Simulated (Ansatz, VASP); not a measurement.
# AlRu in VASP and in Ansatz

Contents of INCAR:

```
SYSTEM = AlRu
ALGO = Normal ; EDIFF = 1E-7
ENCUT = 520 ; GGA = PE
ISIF = 2 ; ISMEAR = -1
LASPH = .TRUE. ; LCHARG = .TRUE.
LELF = .TRUE. ; LREAL = .FALSE.
LVHAR = .TRUE. ; LWAVE = .FALSE.
NBANDS = 16 ; NELM = 100
PREC = Accurate ; SIGMA = 0.05
```

File KPOINTS:

```
k-points
0
G
  13 13 12
  0 0 0
```

The input POSCAR:

```
AlRu
1.0
    2.8264217728      0.0000000000      0.0000000000
   -1.4132108864      2.4477530570      0.0000000000
    0.0000000000      0.0000000000      3.8400166018
Ru Al
1 1
Direct
    0.0000000000      0.0000000000      0.0000000000
    0.3333333333      0.6666666667      0.5000000000
```

Input for Ansatz:

```yaml
crystal:
  lattice:
    - [2.8264217728, 0.0, 0.0]
    - [-1.4132108864, 2.447753057, 0.0]
    - [0.0, 0.0, 3.8400166018]
  atoms:
    - { symbol: Ru, position: [0.0, 0.0, 0.0] }
    - { symbol: Al, position: [0.3333333333, 0.6666666667, 0.5] }
kpoints:
  mp_grid: { grid: [13, 13, 12] }
scf:
  occupations: { method: fermi_dirac, width: 0.05 }
hamiltonian:
  xc: pbe
  pseudopotentials: { kind: all_electron, lapw: { basis_error: 0.001 } }
output:
  forces: true
  stress: true
  eigenvalues: true
  populations: true
```

Change from the starting cell: volume scaled by 0.94, LAPW.

Alike in both runs: task single point; functional PBE; k mesh 13 × 13 × 12; occupations fermi-dirac, width 0.05 eV; no spin polarisation.

|  | VASP | Ansatz |
| --- | --- | --- |
| version | VASP 6.6.1 | Ansatz 0.2.0 |
| potentials or method | VASP PAW PBE potentials, release 64 (Ru_pv, Al), cutoff 520 eV | all-electron LAPW, scalar-relativistic |

Ansatz gave:

```
pressure (GPa) : 13.3
```

Problem. Estimate VASP's values.

Solution. Pressure (GPa): 13.4.

Ansatz ran all-electron here, and VASP with PAW potentials.
